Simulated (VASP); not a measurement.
# W (P6_3/mmc) in VASP: notebook

The runs below take W through single point, relaxation of cell and atoms, with r2SCAN.

Everything below comes from runs of VASP 6.6.1. Logs are shortened: lines on timing, memory, paths and dates and some standing lists are left out, and cuts for length are marked.

## Step 1: The cell of the first run

The structure is hexagonal, space group P6_3/mmc (No. 194). Conventional cell: a = 2.748 Å, b = 2.748 Å, c = 10.273 Å, α = 90.00°, β = 90.00°, γ = 120.00°. Within 3.5 Å of W (site symmetry 3m) lie 10 W at 2.68 to 2.92 Å.

## Step 2: Single point, r2SCAN

File POSCAR:

```
W
1.0
    2.7478335416      0.0000000000      0.0000000000
   -1.3739167708      2.3796936524      0.0000000000
    0.0000000000      0.0000000000     10.2731287841
W
4
Direct
    0.3333333333      0.6666666667      0.3804237275
    0.6666666667      0.3333333333      0.8804237275
    0.6666666667      0.3333333333      0.6195762725
    0.3333333333      0.6666666667      0.1195762725
```

File INCAR.step1:

```
ALGO = Normal
EDIFF = 1E-4
ENCUT = 520
GGA = PE
ISMEAR = 0
LASPH = T
LCHARG = F
LREAL = F
LWAVE = T
NBANDS = 36
NELM = 100
PREC = Accurate
SIGMA = 0.1
```

File INCAR.step2:

```
ALGO = Normal
EDIFF = 1E-6
ENCUT = 520
ISIF = 2
ISMEAR = 0
ISTART = 1
LASPH = T
LCHARG = T
LELF = T
LMIXTAU = T
LREAL = F
LVHAR = T
LWAVE = F
METAGGA = R2SCAN
NBANDS = 36
NELM = 100
PREC = Accurate
SIGMA = 0.1
```

File KPOINTS:

```
k-points
0
Gamma
  9 9 2
```

Potentials or basis: VASP PAW PBE potentials, release 64 (W_sv).

Launch:

```
> cat potpaw_PBE.64/W_sv/POTCAR > POTCAR
> cp INCAR.step1 INCAR
> mpirun -np 1 vasp_std > vasp.out
> cp INCAR.step2 INCAR
> mpirun -np 1 vasp_std > vasp.out
```

OUTCAR:

```text
EDIFF = 1E-6
   ENCUT = 520
   ISIF = 2
   ISMEAR = 0
   ISTART = 1
   LASPH = T
   LREAL = F
   METAGGA = R2SCAN
   NELM = 100
   PREC = Accurate

 ion  position               nearest neighbor table
   1  0.333  0.667  0.380-   4 2.68   3 2.92   3 2.92   3 2.92
   2  0.667  0.333  0.880-   3 2.68   4 2.92   4 2.92   4 2.92
   3  0.667  0.333  0.620-   2 2.68   1 2.92   1 2.92   1 2.92
   4  0.333  0.667  0.120-   1 2.68   2 2.92   2 2.92   2 2.92

  LATTYP: Found a hexagonal cell.
 ALAT       =     2.7478335416
 C/A-ratio  =     3.7386284972

  Lattice vectors:

 A1 = (   2.7478335416,   0.0000000000,   0.0000000000)
 A2 = (  -1.3739167708,   2.3796936524,   0.0000000000)
 A3 = (   0.0000000000,   0.0000000000,  10.2731287841)

Analysis of symmetry for initial positions (statically):
=====================================================================
 Subroutine PRICEL returns:
 Original cell was already a primitive cell.

 Routine SETGRP: Setting up the symmetry group for a
 hexagonal supercell.

 Subroutine GETGRP returns: Found 24 space group operations
 (whereof 12 operations were pure point group operations)
 out of a pool of 24 trial point group operations.

The static configuration has the point symmetry D_3d.
 The point group associated with its full space group is D_6h.

Analysis of symmetry for dynamics (positions and initial velocities):
=====================================================================
 Subroutine PRICEL returns:
 Original cell was already a primitive cell.

 Routine SETGRP: Setting up the symmetry group for a
 hexagonal supercell.

 Subroutine GETGRP returns: Found 24 space group operations
 (whereof 12 operations were pure point group operations)
 out of a pool of 24 trial point group operations.

The dynamic configuration has the point symmetry D_3d.
 The point group associated with its full space group is D_6h.

 Subroutine INISYM returns: Found 24 space group operations
 (whereof 12 operations are pure point group operations),
 and found     1 'primitive' translations

----------------------------------------------------------------------------------------

                                     Primitive cell

[... 88 lines left out ...]
   LNONCOLLINEAR =      F non collinear calculations
   LSORBIT =      F    spin-orbit coupling
   LASPH  =      T    aspherical Exc in radial PAW
   ENCUT  =  520.0 eV  38.22 Ry    6.18 a.u.   5.11  5.11 19.10*2*pi/ulx,y,z
   NELM   =    100;   NELMIN=  2; NELMDL=  0     # of ELM steps
   EDIFF  = 0.1E-05   stopping-criterion for ELM
   LREAL  =      F    real-space projection
   EDIFFG = 0.1E-04   stopping-criterion for IOM
   NSW    =      0    number of steps for IOM
   IBRION =     -1    ionic relax: 0-MD 1-quasi-New 2-CG
   NFREE  =      0    steps in history (QN), initial steepest desc. (CG)
   ISIF   =      2    stress and relaxation
   ISYM   =      2    0-nonsym 1-usesym 2-fastsym
   POTIM  = 0.5000    time-step for ionic-motion
   TEBEG  =    0.0;   TEEND  =   0.0 temperature during run
   PSTRESS=    0.0 pullay stress
   NELECT =      56.0000    total number of electrons
   NUPDOWN=      -1.0000    fix difference up-down
   EMIN   =  10.00;   EMAX   =-10.00  energy-range for DOS
   EFERMI =   0.00;   METHOD = LEGACY
   ISMEAR =     0;   SIGMA  =   0.10  broadening in eV -4-tet -1-fermi 0-gaus
   EFERMI_NEDOS =   21; number of points for ismear=-14 and -15
   IALGO  =     38    algorithm
   IMIX   =      4    mixing-type and parameters
     AMIX     =   0.40;   BMIX     =  1.00
     AMIX_MAG =   1.60;   BMIX_MAG =  1.00
  volume/ion in A,a.u.               =      16.79       113.33
  Fermi-wavevector in a.u.,A,eV,Ry     =   1.540752  2.911599 32.299103  2.373917
  Thomas-Fermi vector in A             =   2.646795
   LORBIT       =      0    0 simple, 1 ext, 2 COOP (PROOUT), +10 PAW based schemes
   METAGGA = R2SCAN    functional components
   LHFCALC =     F    Hartree Fock is set to
   AEXX    =    0.0000 exact exchange contribution
   IVDW    =     0    specifies the selected vdW correction
   LEPSILON=     F    determine dielectric tensor
   LRPA    =     F    only Hartree local field effects (RPA)
 non-spin polarized calculation
 Gauss-broadening in eV      SIGMA  =   0.10
  energy-cutoff  :      520.00
  volume of cell :       67.18
 maximum number of plane-waves:      1827
   NGX = 11   NGY = 11   NGZ = 39

 number of electron      56.0000009 magnetization

 Free energy of the ion-electron system (eV)
  ---------------------------------------------------
  ext. energy  EPLUGINS =         0.00000000
  ---------------------------------------------------
  free energy    TOTEN  =      -201.45987482 eV

  energy without entropy =     -201.44647491  energy(sigma->0) =     -201.45317486

 E-fermi :  10.4537     XC(G=0): -14.4931

 val. band max:       10.4080349762   @ k =   0.1111  -0.0000   0.0000
 cond. band min:      10.4655619019   @ k =   0.4444  -0.0000   0.0000
 fundamental gap:      0.0575269257
 Fermi energy:        10.4537431509

 k-point     1 :       0.0000    0.0000    0.0000
  band No.  band energies     occupation
      1     -65.5095      2.00000
      2     -65.4657      2.00000
      3     -65.4645      2.00000
      4     -65.4206      2.00000
      5     -29.7599      2.00000
      6     -29.2590      2.00000
[... 925 lines left out ...]
     35      14.8735      0.00000
     36      14.8735      0.00000

------------------------ aborting loop because EDIFF is reached ----------------------------------------

  FORCE on cell =-STRESS in cart. coord.  units (eV):
  Direction    XX          YY          ZZ          XY          YZ          ZX
  --------------------------------------------------------------------------------------
  -------------------------------------------------------------------------------------
  Total        0.3675737      0.3675737      0.6130059     -0.0000000      0.0000000     -0.0000000
  in kB        8.7667942      8.7667942     14.6204600     -0.0000000      0.0000000     -0.0000000
  external PRESSURE =      10.7180161 kB  Pullay stress =       0.0000000 kB

 VOLUME and BASIS-vectors are now :
 -----------------------------------------------------------------------------
  energy-cutoff  :      520.00
  volume of cell :       67.18
      direct lattice vectors                 reciprocal lattice vectors
     2.747833542  0.000000000  0.000000000     0.363923063  0.210111079  0.000000000
    -1.373916771  2.379693652  0.000000000     0.000000000  0.420222157  0.000000000
     0.000000000  0.000000000 10.273128784     0.000000000  0.000000000  0.097341328

 POSITION                                       TOTAL-FORCE (eV/Angst)
 -----------------------------------------------------------------------------------
     -0.00000      1.58646      3.90814        -0.000000     -0.000000      0.024411
      1.37392      0.79323      9.04471        -0.000000      0.000000      0.024411
      1.37392      0.79323      6.36499         0.000000      0.000000     -0.024411
     -0.00000      1.58646      1.22842        -0.000000     -0.000000     -0.024411
 -----------------------------------------------------------------------------------
    total drift:                               -0.000000      0.000000     -0.000000

  FREE ENERGIE OF THE ION-ELECTRON SYSTEM (eV)
  ---------------------------------------------------
  free  energy   TOTEN  =      -201.4598748172 eV

  energy  without entropy=     -201.4464749123  energy(sigma->0) =     -201.45317486
```

OUTCAR.step1:

```text
EDIFF = 1E-4
   ENCUT = 520
   GGA = PE
   ISMEAR = 0
[... 1164 lines left out ...]
     -0.00000      1.58646      3.90814        -0.000000      0.000000      0.241148
      1.37392      0.79323      9.04471        -0.000000      0.000000      0.241148
      1.37392      0.79323      6.36499        -0.000000     -0.000000     -0.241148
     -0.00000      1.58646      1.22842         0.000000     -0.000000     -0.241148
 -----------------------------------------------------------------------------------
    total drift:                               -0.000000      0.000000     -0.000000

  FREE ENERGIE OF THE ION-ELECTRON SYSTEM (eV)
  ---------------------------------------------------
  free  energy   TOTEN  =       -48.1574397175 eV

  energy  without entropy=      -48.1359866338  energy(sigma->0) =      -48.14671318
```

OSZICAR.step1:

```text
N       E                     dE             d eps       ncg     rms          rms(c)
DAV:   1     0.723829154608E+03    0.72383E+03   -0.33495E+04  1728   0.183E+03
DAV:   2    -0.128989611129E+02   -0.73673E+03   -0.72202E+03  1832   0.574E+02
DAV:   3    -0.492608140038E+02   -0.36362E+02   -0.34756E+02  2008   0.123E+02
DAV:   4    -0.503174542689E+02   -0.10566E+01   -0.10349E+01  2080   0.187E+01
DAV:   5    -0.503355926700E+02   -0.18138E-01   -0.18103E-01  2004   0.247E+00    0.379E+01
DAV:   6    -0.485801289455E+02    0.17555E+01   -0.28177E+00  1892   0.117E+01    0.155E+01
DAV:   7    -0.481703892307E+02    0.40974E+00   -0.13852E+00  1956   0.790E+00    0.103E+00
DAV:   8    -0.481597121431E+02    0.10677E-01   -0.27747E-02  2020   0.117E+00    0.466E-01
DAV:   9    -0.481574477581E+02    0.22644E-02   -0.26592E-03  1956   0.390E-01    0.125E-01
DAV:  10    -0.481574397175E+02    0.80406E-05   -0.54553E-05  1076   0.579E-02
   1 F= -.48157440E+02 E0= -.48146713E+02  d E =-.214531E-01
```

Wall time 1.7 min (1 thread of Intel Xeon Platinum 8488C (Sapphire Rapids), shared host); peak memory 0.2 GiB.

Results:

| Quantity | Value |
| --- | --- |
| Free energy | -201.4599 eV |
| Pressure | 1.1 GPa |
| Largest force | 0.024 eV/Å |
| Band gap on the k mesh | zero (band 28 reaches 11.32 eV, above the bottom of band 29 at 9.68 eV) |

Forces on the atoms (eV/Å):
```
W    0.000  0.000  0.024
W    0.000  0.000  0.024
W    0.000  0.000 -0.024
W    0.000  0.000 -0.024
```

Caveat: the PAW data sets were made with another functional, which shifts forces and pressure a little; spin-orbit coupling is left out, which moves the levels of the heavy elements.

## Step 3: Relaxation of cell and atoms, r2SCAN

This run uses another cell than the first one, of 16.71 Å³/atom, 0.995 times its volume.

File POSCAR:

```
W
1.0
    2.7529773953      0.0000000000      0.0000000000
   -1.3764886976      2.3841483603      0.0000000000
    0.0000000000      0.0000000000     10.1848890996
W
4
Direct
    0.3333333333      0.6666666667      0.3806039118
    0.6666666667      0.3333333333      0.8806039118
    0.6666666667      0.3333333333      0.6193960882
    0.3333333333      0.6666666667      0.1193960882
```

File INCAR.step1:

```
SYSTEM = W
ALGO = Normal ; EDIFF = 1E-4
ENCUT = 600 ; GGA = PE
ISMEAR = 0 ; LASPH = .True.
LCHARG = .False. ; LREAL = .False.
LWAVE = .True. ; NELM = 100
PREC = Accurate ; SIGMA = 0.1
```

File INCAR.step2:

```
SYSTEM = W
ALGO = Normal ; EDIFF = 1E-6
EDIFFG = -0.04 ; ENCUT = 600
IBRION = 2 ; ISIF = 3
ISMEAR = 0 ; ISTART = 1
LASPH = .True. ; LCHARG = .False.
LMIXTAU = .True. ; LREAL = .False.
LWAVE = .False. ; METAGGA = R2SCAN
NELM = 100 ; NSW = 90
PREC = Accurate ; SIGMA = 0.1
```

File KPOINTS:

```
k-points
0
Gamma
  9 9 2
  0 0 0
```

Potentials or basis: VASP PAW PBE potentials, release 64 (W_sv).

Launch:

```
> cat potpaw_PBE.64/W_sv/POTCAR > POTCAR
> cp INCAR.step1 INCAR
> mpirun -np 1 vasp_std > vasp.out
> cp INCAR.step2 INCAR
> mpirun -np 1 vasp_std > vasp.out
```

It took 12 min on 1 thread of Intel Xeon Platinum 8259CL at 2.50GHz (Skylake/Cascade Lake), shared host; peak memory 0.25 GiB.

It converged, with:

```yaml
Free_energy: -201.4620 eV
Relaxed_volume: 16.87 Å³/atom
Relaxed_cell: a = 2.750 Å, b = 2.750 Å, c = 10.303 Å, α = 90.00°, β = 90.00°, γ = 120.00°
Space_group_after_relaxing_to_0.05_Å: P6_3/mmc (No. 194)
Energy_gained_by_relaxing: 3.0 meV/atom
Ionic_steps: 5
Pressure_after_relaxing: 0.0 GPa
Largest_force_after_relaxing: 0.005 eV/Å
Band_gap_on_the_k_mesh: zero (band 28 reaches 11.27 eV, above the bottom of band 29 at 9.61 eV)
```

Forces in eV/Å, atoms in the order of the input:
```
W    0.000  0.000  0.005
W    0.000  0.000  0.005
W    0.000  0.000 -0.005
W    0.000  0.000 -0.005
```

Stress tensor (GPa, compression positive):
```
-0.01  0.00  0.00
 0.00 -0.01  0.00
 0.00  0.00 -0.09
```

The path:
| step | energy change (eV) | largest force (eV/Å) | pressure (GPa) | volume (Å³) |
| --- | --- | --- | --- | --- |
| 1 | 0.0000 | 0.0135 | 2.12 | 66.85 |
| 2 | 0.0209 | 0.0415 | -5.46 | 69.00 |
| 3 | -0.0109 | 0.0049 | -0.85 | 67.65 |
| 4 | -0.0076 | 0.0069 | 1.49 | 67.16 |
| 5 | -0.0122 | 0.0052 | -0.04 | 67.48 |

Final structure:
```
CELL_PARAMETERS angstrom
2.75002 0.00000 0.00000
-1.37501 2.38159 0.00000
0.00000 0.00000 10.30257
ATOMIC_POSITIONS crystal
W 0.33333 0.66667 0.38058
W 0.66667 0.33333 0.88058
W 0.66667 0.33333 0.61942
W 0.33333 0.66667 0.11942
```

Levels at points of the mesh, in eV from the Fermi level:
```tsv
k point	band 25	band 26	band 27	band 28	band 29	band 30	band 31	band 32
(0.00, 0.00, 0.00)	-0.75	-0.75	-0.51	-0.51	-0.39	-0.39	-0.12	-0.12
(0.00, 0.00, 0.50)	-0.66	-0.66	-0.66	-0.66	-0.24	-0.24	-0.24	-0.24
```

Caveat: the PAW data sets were made with another functional, which shifts forces and pressure a little; spin-orbit coupling is left out, which moves the levels of the heavy elements.

(Continued in part 2 of 2.)
